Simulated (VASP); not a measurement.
Here is a VASP 6.6.1 calculation.

INCAR

```
PREC = Accurate ; ENCUT = 600
EDIFF = 1E-7 ; ISMEAR = 0
SIGMA = 0.1 ; LREAL = False
LASPH = True ; NELM = 100
ALGO = Normal ; ISIF = 4
LWAVE = False ; LCHARG = False
GGA = PE ; IVDW = 12
IBRION = 2 ; NSW = 50
EDIFFG = -0.01
```

File KPOINTS:

```
regular mesh
0
Gamma
  18 18 6
```

Contents of POSCAR:

```
C
1.0
    2.4400791799      0.0000000000      0.0000000000
   -1.2200395899      2.1131705570      0.0000000000
    0.0000000000      0.0000000000      6.6703632080
C
4
Direct
    0.0000000000      0.0000000000      0.0025000175
    0.0000000000      0.0000000000      0.5025000175
    0.3333333333      0.6666666667      0.0024999825
    0.6666666667      0.3333333333      0.5024999825
```

Potentials or basis: VASP PAW PBE potentials, release 64 (C).

Launch:

```console
$ cat potpaw_PBE.64/C/POTCAR > POTCAR
$ mpirun -np 1 vasp_std > vasp.out
```

(1) Estimate the band gap on the k mesh.

(2) What does it give for the dispersion energy per atom?

Results:

(1) zero (bands 8 and 9 overlap by 0.03 eV).

(2) -0.161 eV.
